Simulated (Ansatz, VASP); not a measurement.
## LiF: VASP beside Ansatz

```
CELL_PARAMETERS angstrom
0.00000 2.22825 2.22825
2.22825 0.00000 2.22825
2.22825 2.22825 0.00000
ATOMIC_POSITIONS crystal
Li 0.00000 0.00000 0.00000
F 0.25000 0.25000 0.25000
```

Change from the starting cell: hydrostatic strain +3.9%.

Alike in both runs: task single point; functional PBE; k mesh 10 × 10 × 10; occupations fermi-dirac, width 0.02 eV; no spin polarisation.

|  | VASP | Ansatz |
| --- | --- | --- |
| version | VASP 6.6.1 | Ansatz 0.2.0 |
| potentials or method | VASP PAW PBE potentials, release 64 (Li_sv, F) | plane waves, PAW |
| plane-wave cutoff (eV) | 520 | 420 |
| valence electrons in the cell | 10 | 10 |

VASP gave:

```
gap on the k mesh at the Fermi level (eV) : 7.32
```

Q: Estimate Ansatz's values.

A: gap on the k mesh at the Fermi level (eV): 7.33.

Noted on VASP's run: the cutoff is under 1.25 times that of the potentials, so the pressure is a little rough.
